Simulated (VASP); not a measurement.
The system is AlN.

```xyz
4
Lattice="2.8329 0.0000 0.0000 -1.4164 2.4533 0.0000 0.0000 0.0000 4.8410" Properties=species:S:1:pos:R:3 pbc="T T T"
Al    0.0000    0.0000    0.0000
Al    0.0000    0.0000    2.4205
N     0.0000    1.6355    1.2103
N     1.4164    0.8178    3.6308
```

Base run:

- Program: VASP 6.6.1
- Functional: PBE
- Potentials or basis: VASP PAW PBE potentials, release 64 (Al, N)
- Cutoff: 520 eV
- k mesh: 9 × 9 × 4
- Occupations: gaussian, width 0.01 eV
- Spin: no spin polarisation

Its results: band gap on the k mesh 5.09 eV, indirect (least direct gap 5.18 eV); pressure 6.0 GPa.

Task: The run is repeated on the same cell with these changes: functional from PBE to PBE-based screened hybrid; k mesh from 9 × 9 × 4 to 6 × 6 × 2. What comes out?

Result: Band gap on the k mesh 6.34 eV, indirect (least direct gap 6.36 eV); pressure -2.5 GPa.

Several settings changed at once, so the effect can't be laid on one alone.

Caveats: some runs use coarse meshes; the PAW data sets were made with another functional, which shifts forces and pressure a little (some runs).

A k mesh can miss the band edges.
